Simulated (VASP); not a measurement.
# Ag (P6/mmm) in VASP: a series of runs

Runs on Ag. Level: RPBE. Tasks: single point.

Everything below comes from runs of VASP 6.6.1. Logs are shortened: lines on timing, memory, paths and dates and some standing lists are left out, and cuts for length are marked.

## (1) The cell of the first run

It takes space group P6/mmm (No. 191, hexagonal). The conventional cell has a = 4.983 Å, b = 4.983 Å, c = 2.988 Å, α = 90.00°, β = 90.00°, γ = 120.00°. Ag (site symmetry 6/mmm) has 14 Ag at 2.99 to 3.24 Å within 3.9 Å. Ag (site symmetry -6m2) has 11 Ag at 2.88 to 3.24 Å within 3.8 Å.

## (2) Single point, RPBE (volume scaled by 1.12)

Input file INCAR:

```
ALGO = Normal ; EDIFF = 1E-6
ENCUT = 520 ; GGA = RP
ISIF = 2 ; ISMEAR = -1
LASPH = True ; LCHARG = False
LREAL = False ; LWAVE = False
NBANDS = 24 ; NELM = 60
PREC = Accurate ; SIGMA = 0.1
```

Input file KPOINTS:

```
k-points
0
Gamma
  9 9 12
```

Input file POSCAR:

```
Ag
1.0
    4.9834241300      0.0000000000      0.0000000000
   -2.4917120650      4.3157718944      0.0000000000
    0.0000000000      0.0000000000      2.9875544312
Ag
3
Direct
    1.0000000000      1.0000000000      0.0000000000
    0.3333333333      0.6666666667      0.5000000000
    0.6666666667      0.3333333333      0.5000000000
```

Potentials or basis: VASP PAW PBE potentials, release 64 (Ag).

Started as:

```sh
cat potpaw_PBE.64/Ag/POTCAR > POTCAR
mpirun -np 1 vasp_std > vasp.out
```

OUTCAR:

```text
EDIFF = 1E-6
   ENCUT = 520
   GGA = RP
   ISIF = 2
   ISMEAR = -1
   LASPH = True
   LREAL = False
   NELM = 60
   PREC = Accurate

 ion  position               nearest neighbor table
   1  0.000  0.000  0.000-   2 3.24   3 3.24   2 3.24   3 3.24   2 3.24   2 3.24   3 3.24   3 3.24
                             3 3.24   3 3.24   2 3.24   2 3.24
   2  0.333  0.667  0.500-   3 2.88   3 2.88   3 2.88   1 3.24   1 3.24   1 3.24   1 3.24   1 3.24
                             1 3.24
   3  0.667  0.333  0.500-   2 2.88   2 2.88   2 2.88   1 3.24   1 3.24   1 3.24   1 3.24   1 3.24
                             1 3.24

  LATTYP: Found a hexagonal cell.
 ALAT       =     4.9834241300
 C/A-ratio  =     0.5994983275

  Lattice vectors:

 A1 = (   4.9834241300,   0.0000000000,   0.0000000000)
 A2 = (  -2.4917120650,   4.3157718944,   0.0000000000)
 A3 = (   0.0000000000,   0.0000000000,   2.9875544312)

Analysis of symmetry for initial positions (statically):
=====================================================================
 Subroutine PRICEL returns:
 Original cell was already a primitive cell.

 Routine SETGRP: Setting up the symmetry group for a
 hexagonal supercell.

 Subroutine GETGRP returns: Found 24 space group operations
 (whereof 24 operations were pure point group operations)
 out of a pool of 24 trial point group operations.

The static configuration has the point symmetry D_6h.

Analysis of symmetry for dynamics (positions and initial velocities):
=====================================================================
 Subroutine PRICEL returns:
 Original cell was already a primitive cell.

 Routine SETGRP: Setting up the symmetry group for a
 hexagonal supercell.

 Subroutine GETGRP returns: Found 24 space group operations
 (whereof 24 operations were pure point group operations)
 out of a pool of 24 trial point group operations.

The dynamic configuration has the point symmetry D_6h.

 Subroutine INISYM returns: Found 24 space group operations
 (whereof 24 operations are pure point group operations),
 and found     1 'primitive' translations

----------------------------------------------------------------------------------------

                                     Primitive cell

  volume of cell :      64.2543

  direct lattice vectors                    reciprocal lattice vectors
     4.983424130  0.000000000  0.000000000     0.200665240  0.115854130  0.000000000
    -2.491712065  4.315771894  0.000000000     0.000000000  0.231708261  0.000000000
     0.000000000  0.000000000  2.987554431     0.000000000  0.000000000  0.334721935

  length of vectors
     4.983424130  4.983424130  2.987554431     0.231708261  0.231708261  0.334721935

  position of ions in fractional coordinates (direct lattice)
     0.000000000  0.000000000  0.000000000
     0.333333333  0.666666667  0.500000000
     0.666666667  0.333333333  0.500000000

  ion indices of the primitive-cell ions
   primitive index   ion index
                 1           1
                 2           2
                 3           3

----------------------------------------------------------------------------------------

 KPOINTS: k-points

Automatic generation of k-mesh.
 Grid dimensions read from file:
 generate k-points for:    9    9   12

 Generating k-lattice:

  Cartesian coordinates                     Fractional coordinates (reciprocal lattice)
     0.022296138  0.012872681  0.000000000     0.111111111  0.000000000  0.000000000
     0.000000000  0.025745362  0.000000000     0.000000000  0.111111111  0.000000000
     0.000000000  0.000000000  0.027893495     0.000000000  0.000000000  0.083333333

  Length of vectors
     0.025745362  0.025745362  0.027893495

  Shift w.r.t. Gamma in fractional coordinates (k-lattice)
     0.000000000  0.000000000  0.000000000

 Subroutine IBZKPT returns following result:
 ===========================================

 Found     84 irreducible k-points:

 Following reciprocal coordinates:
            Coordinates               Weight
  0.000000  0.000000  0.000000      1.000000
  0.111111 -0.000000  0.000000      6.000000
  0.222222 -0.000000  0.000000      6.000000
  0.333333  0.000000  0.000000      6.000000
  0.444444 -0.000000  0.000000      6.000000
  0.111111  0.111111  0.000000      6.000000
[... 16 lines left out ...]
  0.333333  0.222222  0.083333     24.000000
  0.333333  0.333333  0.083333      4.000000
 [... further k-points ...]
   k-points           NKPTS =     84   k-points in BZ     NKDIM =     84   number of bands    NBANDS=     24
   number of dos      NEDOS =    301   number of ions     NIONS =      3
   total plane-waves  NPLWV =  38400
   dimension x,y,z NGX =    40 NGY =   40 NGZ =   24
   dimension x,y,z NGXF=    80 NGYF=   80 NGZF=   48
   ions per type =               3
   NGX,Y,Z   is equivalent  to a cutoff of  13.34, 13.34, 13.36 a.u.
   NGXF,Y,Z  is equivalent  to a cutoff of  26.69, 26.69, 26.71 a.u.
 SYSTEM =  unknown system
   PREC   = accura    normal or accurate (medium, high low for compatibility)
   ISTART =      0    job   : 0-new  1-cont  2-samecut
   ICHARG =      2    charge: 1-file 2-atom 10-const
   ISPIN  =      1    spin polarized calculation?
   LNONCOLLINEAR =      F non collinear calculations
   LSORBIT =      F    spin-orbit coupling
   LASPH  =      T    aspherical Exc in radial PAW
   ENCUT  =  520.0 eV  38.22 Ry    6.18 a.u.   9.27  9.27  5.55*2*pi/ulx,y,z
   NELM   =     60;   NELMIN=  2; NELMDL= -5     # of ELM steps
   EDIFF  = 0.1E-05   stopping-criterion for ELM
   LREAL  =      F    real-space projection
   EDIFFG = 0.1E-04   stopping-criterion for IOM
   NSW    =      0    number of steps for IOM
   IBRION =     -1    ionic relax: 0-MD 1-quasi-New 2-CG
   NFREE  =      0    steps in history (QN), initial steepest desc. (CG)
   ISIF   =      2    stress and relaxation
   ISYM   =      2    0-nonsym 1-usesym 2-fastsym
   POTIM  = 0.5000    time-step for ionic-motion
   TEBEG  =    0.0;   TEEND  =   0.0 temperature during run
   PSTRESS=    0.0 pullay stress
   NELECT =      33.0000    total number of electrons
   NUPDOWN=      -1.0000    fix difference up-down
   EMIN   =  10.00;   EMAX   =-10.00  energy-range for DOS
   EFERMI =   0.00;   METHOD = LEGACY
   ISMEAR =    -1;   SIGMA  =   0.10  broadening in eV -4-tet -1-fermi 0-gaus
   EFERMI_NEDOS =   21; number of points for ismear=-14 and -15
   IALGO  =     38    algorithm
   IMIX   =      4    mixing-type and parameters
     AMIX     =   0.40;   BMIX     =  1.00
     AMIX_MAG =   1.60;   BMIX_MAG =  1.00
  volume/ion in A,a.u.               =      21.42       144.54
  Fermi-wavevector in a.u.,A,eV,Ry     =   1.311028  2.477484 23.385631  1.718795
  Thomas-Fermi vector in A             =   2.441518
   LORBIT       =      0    0 simple, 1 ext, 2 COOP (PROOUT), +10 PAW based schemes
   GGA     = RP    functional components
   LHFCALC =     F    Hartree Fock is set to
   AEXX    =    0.0000 exact exchange contribution
   IVDW    =     0    specifies the selected vdW correction
   LEPSILON=     F    determine dielectric tensor
   LRPA    =     F    only Hartree local field effects (RPA)
 non-spin polarized calculation
  energy-cutoff  :      520.00
  volume of cell :       64.25
 maximum number of plane-waves:      1754
 NGX is ok and might be reduce to    40
   NGX = 19   NGY = 19   NGZ = 11

 number of electron      33.0000005 magnetization

 Free energy of the ion-electron system (eV)
  ---------------------------------------------------
  ext. energy  EPLUGINS =         0.00000000
  ---------------------------------------------------
  free energy    TOTEN  =        -6.30220046 eV

  energy without entropy =       -6.26862152  energy(sigma->0) =       -6.28541099

 E-fermi :   5.8827     XC(G=0): -10.7393

 val. band max:        5.8201353513   @ k =   0.2222  -0.0000   0.5000
 cond. band min:       5.8936948328   @ k =   0.4444   0.1111   0.4167
 fundamental gap:      0.0735594816
 Fermi energy:         5.8827282432

 k-point     1 :       0.0000    0.0000    0.0000
  band No.  band energies     occupation
      1      -0.4169      2.00000
      2       0.5932      2.00000
      3       1.3382      2.00000
      4       1.4568      2.00000
      5       1.5468      2.00000
      6       1.5468      2.00000
[... 16 lines left out ...]
     23      16.7880      0.00000
     24      21.7998      0.00000

 k-point     2 :       0.1111   -0.0000    0.0000
  band No.  band energies     occupation
      1      -0.3045      2.00000
      2       0.6183      2.00000
      3       1.2779      2.00000
      4       1.3203      2.00000
      5       1.3907      2.00000
      6       1.4628      2.00000
[... 16 lines left out ...]
     23      16.9630      0.00000
     24      21.7941      0.00000

 k-point     3 :       0.2222   -0.0000    0.0000
  band No.  band energies     occupation
      1       0.0168      2.00000
      2       0.6849      2.00000
      3       1.0014      2.00000
      4       1.2401      2.00000
      5       1.2657      2.00000
      6       1.4198      2.00000
[... 16 lines left out ...]
     23      17.4735      0.00000
     24      20.7663      0.00000

 k-point     4 :       0.3333    0.0000    0.0000
  band No.  band energies     occupation
      1       0.4675      2.00000
      2       0.7058      2.00000
      3       0.8662      2.00000
      4       1.1618      2.00000
      5       1.2076      2.00000
      6       1.3661      2.00000
[... 16 lines left out ...]
     23      18.2819      0.00000
     24      19.1528      0.00000

 k-point     5 :       0.4444   -0.0000    0.0000
  band No.  band energies     occupation
      1       0.5663      2.00000
      2       0.8835      2.00000
      3       0.9641      2.00000
      4       1.0956      2.00000
      5       1.1923      2.00000
      6       1.3532      2.00000
[... 451 lines left out ...]
 k-point    22 :       0.2222    0.2222    0.0833
  band No.  band energies     occupation
      1       0.6353      2.00000
      2       0.8561      2.00000
      3       0.9616      2.00000
      4       0.9818      2.00000
      5       1.2465      2.00000
      6       1.4246      2.00000
[... 16 lines left out ...]
     23      17.0742      0.00000
     24      17.3113      0.00000

 k-point    23 :       0.3333    0.2222    0.0833
  band No.  band energies     occupation
      1       0.5940      2.00000
      2       0.9020      2.00000
      3       0.9997      2.00000
      4       1.0893      2.00000
      5       1.1849      2.00000
      6       1.3756      2.00000
[... 16 lines left out ...]
     23      18.1726      0.00000
     24      18.4282      0.00000

 k-point    24 :       0.3333    0.3333    0.0833
  band No.  band energies     occupation
      1       0.5617      2.00000
      2       0.9360      2.00000
      3       0.9360      2.00000
      4       1.1475      2.00000
      5       1.1475      2.00000
      6       1.3567      2.00000
[... 16 lines left out ...]
     23      18.9170      0.00000
     24      18.9170      0.00000

 [... further k-points ...]
[... 5 lines left out ...]
  --------------------------------------------------------------------------------------
  -------------------------------------------------------------------------------------
  Total       -2.2646482     -2.2646482     -2.2839162      0.0000000      0.0000000     -0.0000000
  in kB      -56.4688804    -56.4688804    -56.9493268      0.0000000      0.0000000     -0.0000000
  external PRESSURE =     -56.6290292 kB  Pullay stress =       0.0000000 kB

 VOLUME and BASIS-vectors are now :
 -----------------------------------------------------------------------------
  energy-cutoff  :      520.00
  volume of cell :       64.25
      direct lattice vectors                 reciprocal lattice vectors
     4.983424130  0.000000000  0.000000000     0.200665240  0.115854130  0.000000000
    -2.491712065  4.315771894  0.000000000     0.000000000  0.231708261  0.000000000
     0.000000000  0.000000000  2.987554431     0.000000000  0.000000000  0.334721935

 POSITION                                       TOTAL-FORCE (eV/Angst)
 -----------------------------------------------------------------------------------
      0.00000      0.00000      0.00000        -0.000000      0.000000     -0.000000
     -0.00000      2.87718      1.49378        -0.000000      0.000000     -0.000000
      2.49171      1.43859      1.49378         0.000000     -0.000000      0.000000
 -----------------------------------------------------------------------------------
    total drift:                                0.000000     -0.000000      0.000000

  FREE ENERGIE OF THE ION-ELECTRON SYSTEM (eV)
  ---------------------------------------------------
  free  energy   TOTEN  =        -6.3022004638 eV

  energy  without entropy=       -6.2686215194  energy(sigma->0) =       -6.28541099
```

Wall time 3.3 min (1 thread of AMD EPYC 7R13, shared host); peak memory 0.22 GiB.

Results:

```
Free energy : -6.3022 eV
Pressure    : -5.7 GPa
```

Levels at points of the mesh, in eV from the Fermi level:
| k point | band 14 | band 15 | band 16 | band 17 | band 18 | band 19 |
| --- | --- | --- | --- | --- | --- | --- |
| (0.00, 0.00, 0.00) | -3.64 | -2.96 | -2.96 | 3.86 | 3.97 | 3.97 |
| (0.00, 0.00, 0.50) | -3.08 | -2.66 | -0.45 | -0.13 | 6.32 | 6.67 |

Caveat: the cell differs from its parent crystal (volume scaled by 1.12); the PAW data sets were made with another functional, which shifts forces and pressure a little.

## (3) Single point, RPBE

This run uses another cell than the first one, of 19.12 Å³/atom, 0.893 times its volume.

Input file INCAR:

```
SYSTEM = Ag
PREC = Accurate ; ENCUT = 520
EDIFF = 1E-6 ; ISMEAR = -1
SIGMA = 0.1 ; LREAL = .False.
LASPH = .True. ; NELM = 100
ALGO = Normal ; ISIF = 2
LWAVE = .False. ; LCHARG = .False.
GGA = RP ; NBANDS = 24
```

Input file KPOINTS:

```
regular mesh
0
Gamma
  10 10 14
  0 0 0
```

Input file POSCAR:

```
Ag
1.0
    4.7986805881      0.0000000000      0.0000000000
   -2.3993402940      4.1557792939      0.0000000000
    0.0000000000      0.0000000000      2.8768009868
Ag
3
Direct
    1.0000000000      1.0000000000      0.0000000000
    0.3333333333      0.6666666667      0.5000000000
    0.6666666667      0.3333333333      0.5000000000
```

Potentials or basis: VASP PAW PBE potentials, release 64 (Ag).

Started as:

```sh
cat potpaw_PBE.64/Ag/POTCAR > POTCAR
mpirun -np 1 vasp_std > vasp.out
```

Run time: 3.9 min. Hardware: 1 thread of AMD EPYC 7R13, shared host; peak memory 0.23 GiB.

The run converged. Its results:

- Free energy: -6.4431 eV
- Pressure: -0.1 GPa

Stress tensor (GPa, compression positive):
```
 0.06  0.00  0.00
 0.00  0.06  0.00
 0.00  0.00 -0.27
```

Levels at points of the mesh, in eV from the Fermi level:
```tsv
k point	band 12	band 13	band 14	band 15	band 16	band 17	band 18	band 19	band 20	band 21
(0.00, 0.00, 0.00)	-3.87	-3.81	-3.81	-2.96	-2.96	4.26	4.26	4.27	4.27	4.44
(0.50, 0.00, 0.00)	-3.22	-3.20	-3.18	-3.04	-2.90	-2.68	0.09	3.36	11.10	11.14
(0.00, 0.00, 0.50)	-3.31	-3.11	-3.11	-2.59	-0.46	0.03	6.68	7.10	7.10	7.59
(0.50, 0.00, 0.50)	-3.25	-3.18	-2.95	-2.75	0.74	1.05	2.98	3.09	6.03	6.04
```

Caveat: the PAW data sets were made with another functional, which shifts forces and pressure a little.
